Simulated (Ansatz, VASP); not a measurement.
# One calculation of PbS, two programs

INCAR

```
PREC = Accurate
ENCUT = 520
EDIFF = 1E-6
ISMEAR = -1
SIGMA = 0.05
LREAL = F
LASPH = T
NELM = 80
ALGO = Normal
ISIF = 2
LWAVE = F
LCHARG = F
GGA = PE
NBANDS = 17
```

KPOINTS

```
regular mesh
0
Gamma
  8 8 7
```

File POSCAR:

```
PbS
1.0
    4.0062110427      0.0000000000      0.0000000000
   -2.0031055213      3.4694805360      0.0000000000
    0.0000000000      0.0000000000      3.7108357707
Pb S
1 1
Direct
    0.0000000000      0.0000000000      0.0000000000
    0.6666666667      0.3333333333      0.5000000000
```

input.yaml

```yaml
crystal:
  lattice:
    - [4.0062110427, 0.0, 0.0]
    - [-2.0031055213, 3.469480536, 0.0]
    - [0.0, 0.0, 3.7108357707]
  atoms:
    - { symbol: Pb, position: [0.0, 0.0, 0.0] }
    - { symbol: S, position: [0.6666666667, 0.3333333333, 0.5] }
kpoints:
  mp_grid: { grid: [8, 8, 7] }
scf:
  occupations: { method: fermi_dirac, width: 0.05 }
hamiltonian:
  xc: pbe
  pseudopotentials: { kind: all_electron, lapw: { basis_error: 0.0005 } }
output:
  forces: true
  stress: true
  eigenvalues: true
```

Change from the starting cell: volume scaled by 0.94.

Alike in both runs: task single point; functional PBE; k mesh 8 × 8 × 7; occupations fermi-dirac, width 0.05 eV; no spin polarisation.

```csv
,VASP,Ansatz
version,VASP 6.6.1,Ansatz 0.2.0
potentials or method,"VASP PAW PBE potentials, release 64 (Pb_d, S), cutoff 520 eV","all-electron LAPW, scalar-relativistic"
```

|  | VASP | Ansatz | Ansatz less VASP |
| --- | --- | --- | --- |
| gap on the k mesh at the Fermi level (eV) | none | none | - |
| pressure (GPa) | 3.3 | 3.4 | +0.09 |
| traceless stress, the component that is largest in VASP (GPa) | 0.92 | 0.93 | +0.015 |

A gap of «none» marks a metal or a gap that the smearing closes. Ansatz ran all-electron here, and VASP with PAW potentials.

Spin-orbit coupling is off throughout.
